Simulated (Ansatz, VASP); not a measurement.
## KZr2: VASP beside Ansatz

INCAR

```
ALGO = Normal
EDIFF = 1E-6
ENCUT = 520
GGA = PE
ISIF = 2
ISMEAR = -1
LASPH = True
LCHARG = True
LELF = True
LREAL = False
LVHAR = True
LWAVE = False
NBANDS = 24
NELM = 80
PREC = Accurate
SIGMA = 0.05
```

The input KPOINTS:

```
k-points
0
Gamma
  7 7 7
```

POSCAR

```
KZr2
1.0
    0.0000000000      3.5791200000      3.5791200000
    3.5791200000      0.0000000000      3.5791200000
    3.5791200000      3.5791200000      0.0000000000
K Zr
1 2
Direct
    0.0000000000      0.0000000000      0.0000000000
    0.2500000000      0.2500000000      0.2500000000
    0.7500000000      0.7500000000      0.7500000000
```

The input input.yaml:

```yaml
crystal:
  lattice:
    - [0.0, 3.57912, 3.57912]
    - [3.57912, 0.0, 3.57912]
    - [3.57912, 3.57912, 0.0]
  atoms:
    - { symbol: K, position: [0.0, 0.0, 0.0] }
    - { symbol: Zr, position: [0.25, 0.25, 0.25] }
    - { symbol: Zr, position: [0.75, 0.75, 0.75] }
hamiltonian:
  xc: pbe
  pseudopotentials: { kind: paw }
kpoints:
  mp_grid: { grid: [7, 7, 7] }
  band_path:
    path:
      - [[0.0, 0.0, 0.0], [0.5, 0.0, 0.5], [0.5, 0.25, 0.75], [0.375, 0.375, 0.75], [0.0, 0.0, 0.0], [0.5, 0.5, 0.5], [0.625, 0.25, 0.625], [0.5, 0.25, 0.75], [0.5, 0.5, 0.5], [0.375, 0.375, 0.75]]
      - [[0.625, 0.25, 0.625], [0.5, 0.0, 0.5]]
    npoints: 14
scf:
  occupations: { method: fermi_dirac, width: 0.05 }
  n_extra_bands: 7
output:
  forces: true
  stress: true
  eigenvalues: true
  fatbands: false
```

Alike in both runs: functional PBE; k mesh 7 × 7 × 7; occupations fermi-dirac, width 0.05 eV; no spin polarisation.

|  | VASP | Ansatz |
| --- | --- | --- |
| version | VASP 6.6.1 | Ansatz 0.2.0 |
| potentials or method | VASP PAW PBE potentials, release 64 (K_sv, Zr_sv) | Ansatz PAW |
| plane-wave cutoff (eV) | 520 | 420 |
| valence electrons in the cell | 33 | 33 |
| task | single point | band structure |

|  | VASP | Ansatz | Ansatz less VASP |
| --- | --- | --- | --- |
| gap on the k mesh at the Fermi level (eV) | none | none | - |
| pressure (GPa) | 0.1 | 0.0 | -0.07 |

A gap of «none» marks a metal or a gap that the smearing closes. With one functional, cell and mesh, what is left measures potentials, basis and numerics.
